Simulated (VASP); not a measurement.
Set up this calculation in VASP 6.6.1, as the native input.

| Quantity | Value |
| --- | --- |
| Task | single point |
| Functional | r2SCAN |
| Potentials or basis | VASP PAW PBE potentials, release 64 (Sn_d, O) |
| Cutoff | 520 eV |
| k mesh | 4 × 4 × 6 |
| Occupations | gaussian, width 0.1 eV |
| Spin | no spin polarisation |
| Dipole correction | no |
| Further INCAR settings | ALGO = Normal; EDIFF = 1e-06; NBANDS = 35 |

The system is SnO2 (kscan).

```xyz
6
Lattice="4.7374 0.0000 0.0000 0.0000 4.7374 0.0000 0.0000 0.0000 3.1864" Properties=species:S:1:pos:R:3 pbc="T T T"
Sn    0.0000    0.0000    0.0000
Sn    2.3687    2.3687    1.5932
O     1.4478    1.4478    0.0000
O     0.9208    3.8165    1.5932
O     3.2895    3.2895    0.0000
O     3.8165    0.9208    1.5932
```

One way to write it, as run:

POSCAR

```
SnO2
1.0
    4.7373500000      0.0000000000      0.0000000000
    0.0000000000      4.7373500000      0.0000000000
    0.0000000000      0.0000000000      3.1864000000
Sn O
2 4
Direct
    0.0000000000      0.0000000000      0.0000000000
    0.5000000000      0.5000000000      0.5000000000
    0.3056200000      0.3056200000      0.0000000000
    0.1943800000      0.8056200000      0.5000000000
    0.6943800000      0.6943800000      0.0000000000
    0.8056200000      0.1943800000      0.5000000000
```

INCAR.step1

```
PREC = Accurate
ENCUT = 520
ISMEAR = 0
SIGMA = 0.1
LREAL = F
LASPH = T
NELM = 60
NBANDS = 35
GGA = PE
ALGO = Normal
EDIFF = 1E-4
LWAVE = T
LCHARG = F
```

INCAR.step2

```
PREC = Accurate
ENCUT = 520
EDIFF = 1E-6
ISMEAR = 0
SIGMA = 0.1
LREAL = F
LASPH = T
NELM = 60
ALGO = Normal
ISIF = 2
LWAVE = F
LCHARG = F
METAGGA = R2SCAN
LMIXTAU = T
NBANDS = 35
ISTART = 1
```

KPOINTS

```
Automatic mesh
0
Gamma
  4 4 6
```

Potentials or basis: VASP PAW PBE potentials, release 64 (Sn_d, O).

The run is started by

```bash
$ cat potpaw_PBE.64/Sn_d/POTCAR potpaw_PBE.64/O/POTCAR > POTCAR
$ cp INCAR.step1 INCAR
$ mpirun -np 1 vasp_std > vasp.out
$ cp INCAR.step2 INCAR
$ mpirun -np 1 vasp_std > vasp.out
```

It gave:

- Pressure: 4.2 GPa
- Largest force: 0.030 eV/Å
- Band gap on the k mesh: 1.96 eV, direct

Caveat: the PAW data sets were made with another functional, which shifts forces and pressure a little; spin-orbit coupling is left out, which moves the levels of the heavy elements.

It took 69 s on 1 thread of Intel(R) Xeon(R) 6975P-C (Granite Rapids) (shared host), peak memory 0.21 GiB.
